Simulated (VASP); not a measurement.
# Sc (Fm-3m) in VASP: notebook, part 2 of 2

VASP 6.6.1. Earlier steps stand in the parts before.

### Step 3. Electric field gradients, PBE (23.99 Å³/atom)

This run uses another cell than the first one, of 23.99 Å³/atom.

INCAR

```
SYSTEM = Sc
ALGO = Normal
EDIFF = 1E-8
ENCUT = 520
GGA = PE
ISIF = 2
ISMEAR = -1
LASPH = .True.
LCHARG = .False.
LEFG = .True.
LREAL = .False.
LWAVE = .False.
NBANDS = 12
NELM = 60
PREC = Accurate
SIGMA = 0.03
```

KPOINTS

```
k-points
0
Gamma
  15 15 15
  0 0 0
```

POSCAR

```
Sc
1.0
    0.0000000000      2.2892653138      2.2892653138
    2.2892653138      0.0000000000      2.2892653138
    2.2892653138      2.2892653138      0.0000000000
Sc
1
Direct
    0.0000000000      0.0000000000      0.0000000000
```

Potentials or basis: VASP PAW PBE potentials, release 64 (Sc_sv).

Launch:

```sh
$ cat potpaw_PBE.64/Sc_sv/POTCAR > POTCAR
$ mpirun -np 1 vasp_std > vasp.out
```

OUTCAR:

```text
SYSTEM = Sc
   EDIFF = 1E-8
   ENCUT = 520
   GGA = PE
   ISIF = 2
   ISMEAR = -1
   LASPH = .True.
   LREAL = .False.
   NELM = 60
   PREC = Accurate

 ion  position               nearest neighbor table
   1  0.000  0.000  0.000-

  LATTYP: Found a face centered cubic cell.
 ALAT       =     4.5785306276

  Lattice vectors:

 A1 = (   0.0000000000,   2.2892653138,   2.2892653138)
 A2 = (   2.2892653138,   0.0000000000,   2.2892653138)
 A3 = (   2.2892653138,   2.2892653138,   0.0000000000)

[... 563 lines left out ...]
    total drift:                               -0.000000      0.000000      0.000000

  FREE ENERGIE OF THE ION-ELECTRON SYSTEM (eV)
  ---------------------------------------------------
  free  energy   TOTEN  =        -6.2001123960 eV

  energy  without entropy=       -6.1938447855  energy(sigma->0) =       -6.19697859

 Electric field gradients (V/A^2)
---------------------------------------------------------------------
 ion       V_xx      V_yy      V_zz      V_xy      V_xz      V_yz
---------------------------------------------------------------------
   1      -0.000    -0.000    -0.000    -0.000    -0.000    -0.000
---------------------------------------------------------------------

 Electric field gradients after diagonalization (V/A^2)
 (convention: |V_zz| > |V_xx| > |V_yy|)
----------------------------------------------------------------------
 ion       V_xx      V_yy      V_zz     asymmetry (V_yy - V_xx)/ V_zz
----------------------------------------------------------------------
   1       0.000     0.000    -0.001       0.000
----------------------------------------------------------------------

           NMR quadrupolar parameters

 Cq : quadrupolar parameter    Cq=e*Q*V_zz/h
 eta: asymmetry parameters     (V_yy - V_xx)/ V_zz
 Q  : nuclear electric quadrupole moment in mb (millibarn)
----------------------------------------------------------------------
 ion       Cq(MHz)       eta       Q (mb)
----------------------------------------------------------------------
   1      -0.000       0.000       1.000
----------------------------------------------------------------------
```

Run time: 20 s. Hardware: 1 thread of Intel Xeon Platinum 8259CL at 2.50GHz (Skylake/Cascade Lake), shared host; peak memory 0.16 GiB.

Results:

- Free energy: -6.2001 eV
- Pressure: 1.4 GPa
- Band gap on the k mesh: zero (an odd number of electrons rules out a gap without spin polarisation)
- Largest electric field gradient by atom: zero within the noise of the run

Levels at points of the mesh, in eV from the Fermi level:
```tsv
k point	band 3	band 4	band 5	band 6	band 7	band 8
(0.00, 0.00, 0.00)	-27.77	-27.77	-5.24	1.62	1.62	1.62
```

### Step 4. Electric field gradients, PBE (24.58 Å³/atom)

This run uses another cell than the first one, of 24.58 Å³/atom.

INCAR

```
SYSTEM = Sc
PREC = Accurate
ENCUT = 520
EDIFF = 1E-8
ISMEAR = -1
SIGMA = 0.03
LREAL = .False.
LASPH = .True.
NELM = 80
ALGO = Normal
ISIF = 2
LWAVE = .False.
LCHARG = .False.
GGA = PE
LEFG = .True.
NBANDS = 12
```

KPOINTS

```
regular mesh
0
Gamma
  15 15 15
  0 0 0
```

POSCAR

```
Sc
1.0
    0.0000000000      2.3077279282      2.3077279282
    2.3077279282      0.0000000000      2.3077279282
    2.3077279282      2.3077279282      0.0000000000
Sc
1
Direct
    0.0000000000      0.0000000000      0.0000000000
```

Potentials or basis: VASP PAW PBE potentials, release 64 (Sc_sv).

Launch:

```sh
$ cat potpaw_PBE.64/Sc_sv/POTCAR > POTCAR
$ mpirun -np 1 vasp_std > vasp.out
```

OUTCAR:

```text
SYSTEM = Sc
   PREC = Accurate
   ENCUT = 520
   EDIFF = 1E-8
   ISMEAR = -1
   LREAL = .False.
   LASPH = .True.
   NELM = 80
   ISIF = 2
   GGA = PE

 ion  position               nearest neighbor table
   1  0.000  0.000  0.000-

  LATTYP: Found a face centered cubic cell.
 ALAT       =     4.6154558564

  Lattice vectors:

 A1 = (   0.0000000000,   2.3077279282,   2.3077279282)
 A2 = (   2.3077279282,   0.0000000000,   2.3077279282)
 A3 = (   2.3077279282,   2.3077279282,   0.0000000000)

[... 563 lines left out ...]
    total drift:                                0.000000     -0.000000     -0.000000

  FREE ENERGIE OF THE ION-ELECTRON SYSTEM (eV)
  ---------------------------------------------------
  free  energy   TOTEN  =        -6.2032410586 eV

  energy  without entropy=       -6.1966577172  energy(sigma->0) =       -6.19994939

 Electric field gradients (V/A^2)
---------------------------------------------------------------------
 ion       V_xx      V_yy      V_zz      V_xy      V_xz      V_yz
---------------------------------------------------------------------
   1       0.000    -0.000    -0.000    -0.001    -0.001    -0.001
---------------------------------------------------------------------

 Electric field gradients after diagonalization (V/A^2)
 (convention: |V_zz| > |V_xx| > |V_yy|)
----------------------------------------------------------------------
 ion       V_xx      V_yy      V_zz     asymmetry (V_yy - V_xx)/ V_zz
----------------------------------------------------------------------
   1       0.001     0.001    -0.001       0.000
----------------------------------------------------------------------

           NMR quadrupolar parameters

 Cq : quadrupolar parameter    Cq=e*Q*V_zz/h
 eta: asymmetry parameters     (V_yy - V_xx)/ V_zz
 Q  : nuclear electric quadrupole moment in mb (millibarn)
----------------------------------------------------------------------
 ion       Cq(MHz)       eta       Q (mb)
----------------------------------------------------------------------
   1      -0.000       0.000       1.000
----------------------------------------------------------------------
```

stdout:

```text
POSCAR found type information on POSCAR Sc
 POSCAR found :  1 types and       1 ions
 scaLAPACK will be used
 LDA part: xc-table for (Slater+PW92), standard interpolation
 POSCAR, INCAR and KPOINTS ok, starting setup
 FFT: planning ... GRIDC
 FFT: planning ... GRID_SOFT
 FFT: planning ... GRID
 WAVECAR not read
 entering main loop
ion   1
```

It took 22 s on 1 thread of Intel Xeon Platinum 8259CL at 2.50GHz (Skylake/Cascade Lake), shared host; peak memory 0.16 GiB.

Results:

* Free energy: -6.2032 eV
* Pressure: 0.2 GPa
* Band gap on the k mesh: zero (an odd number of electrons rules out a gap without spin polarisation)
* Largest electric field gradient by atom: zero within the noise of the run

### Step 5. Electric field gradients, PBE (24.58 Å³/atom)

This run uses another cell than the first one, of 24.58 Å³/atom.

INCAR

```
  PREC = Accurate
  ENCUT = 520
  EDIFF = 1E-8
  ISMEAR = -1
  SIGMA = 0.03
  LREAL = False
  LASPH = True
  NELM = 60
  ALGO = Normal
  ISIF = 2
  LWAVE = False
  LCHARG = False
  GGA = PE
  LEFG = True
  NBANDS = 12
```

KPOINTS

```
Automatic mesh
0
Gamma
  15 15 15
```

POSCAR is that of step 4.

Potentials or basis: VASP PAW PBE potentials, release 64 (Sc_sv).

Launch:

```sh
$ cat potpaw_PBE.64/Sc_sv/POTCAR > POTCAR
$ mpirun -np 1 vasp_std > vasp.out
```

OUTCAR:

```text
PREC = Accurate
   ENCUT = 520
   EDIFF = 1E-8
   ISMEAR = -1
   LREAL = False
   LASPH = True
   NELM = 60
   ISIF = 2
   GGA = PE

 ion  position               nearest neighbor table
   1  0.000  0.000  0.000-

  LATTYP: Found a face centered cubic cell.
 ALAT       =     4.6154558564

  Lattice vectors:

 A1 = (   0.0000000000,   2.3077279282,   2.3077279282)
 A2 = (   2.3077279282,   0.0000000000,   2.3077279282)
 A3 = (   2.3077279282,   2.3077279282,   0.0000000000)

Analysis of symmetry for initial positions (statically):
=====================================================================
 Subroutine PRICEL returns:
 Original cell was already a primitive cell.

 Routine SETGRP: Setting up the symmetry group for a
 face centered cubic supercell.
[... 540 lines left out ...]
  in kB        1.5731614      1.5731614      1.5731614     -0.0000000     -0.0000000      0.0000000
  external PRESSURE =       1.5731614 kB  Pullay stress =       0.0000000 kB

 VOLUME and BASIS-vectors are now :
 -----------------------------------------------------------------------------
  energy-cutoff  :      520.00
  volume of cell :       24.58
      direct lattice vectors                 reciprocal lattice vectors
     0.000000000  2.307727928  2.307727928    -0.216663322  0.216663322  0.216663322
     2.307727928  0.000000000  2.307727928     0.216663322 -0.216663322  0.216663322
     2.307727928  2.307727928  0.000000000     0.216663322  0.216663322 -0.216663322

 POSITION                                       TOTAL-FORCE (eV/Angst)
 -----------------------------------------------------------------------------------
      0.00000      0.00000      0.00000         0.000000      0.000000      0.000000
 -----------------------------------------------------------------------------------
    total drift:                                0.000000     -0.000000     -0.000000

  FREE ENERGIE OF THE ION-ELECTRON SYSTEM (eV)
  ---------------------------------------------------
  free  energy   TOTEN  =        -6.2032410586 eV

  energy  without entropy=       -6.1966577172  energy(sigma->0) =       -6.19994939

 Electric field gradients (V/A^2)
---------------------------------------------------------------------
 ion       V_xx      V_yy      V_zz      V_xy      V_xz      V_yz
---------------------------------------------------------------------
   1       0.000    -0.000    -0.000    -0.001    -0.001    -0.001
---------------------------------------------------------------------

 Electric field gradients after diagonalization (V/A^2)
 (convention: |V_zz| > |V_xx| > |V_yy|)
----------------------------------------------------------------------
 ion       V_xx      V_yy      V_zz     asymmetry (V_yy - V_xx)/ V_zz
----------------------------------------------------------------------
   1       0.001     0.001    -0.001       0.000
----------------------------------------------------------------------

           NMR quadrupolar parameters

 Cq : quadrupolar parameter    Cq=e*Q*V_zz/h
 eta: asymmetry parameters     (V_yy - V_xx)/ V_zz
 Q  : nuclear electric quadrupole moment in mb (millibarn)
----------------------------------------------------------------------
 ion       Cq(MHz)       eta       Q (mb)
----------------------------------------------------------------------
   1      -0.000       0.000       1.000
----------------------------------------------------------------------
```

stdout:

```text
POSCAR found type information on POSCAR Sc
 POSCAR found :  1 types and       1 ions
 scaLAPACK will be used
 LDA part: xc-table for (Slater+PW92), standard interpolation
 POSCAR, INCAR and KPOINTS ok, starting setup
 FFT: planning ... GRIDC
 FFT: planning ... GRID_SOFT
 FFT: planning ... GRID
 WAVECAR not read
 entering main loop
ion   1
```

It took 19 s on 1 thread of Intel Xeon Platinum 8259CL at 2.50GHz (Skylake/Cascade Lake), shared host; peak memory 0.16 GiB.

Results:

* Free energy: -6.2032 eV
* Pressure: 0.2 GPa
* Band gap on the k mesh: zero (an odd number of electrons rules out a gap without spin polarisation)
* Largest electric field gradient by atom: zero within the noise of the run

### Step 6. Summary

| cell | gap on the mesh (eV) | pressure (GPa) |
| --- | --- | --- |
| a = 3.211 Å, angles 60.0°, 1 atom | none | 2.9 |
| a = 3.238 Å, angles 60.0°, 1 atom | none | 1.4 |
| a = 3.264 Å, angles 60.0°, 1 atom | none | 0.2 |

Alike in all rows: task electric field gradients; level PBE; potentials or basis VASP PAW PBE potentials, release 64 (Sc_sv); no spin polarisation; k mesh 15 × 15 × 15; cutoff (eV) 520; smearing fermi-dirac 0.03 eV.

Total energies depend on the potentials used, so only differences within one code and one set of settings carry meaning.
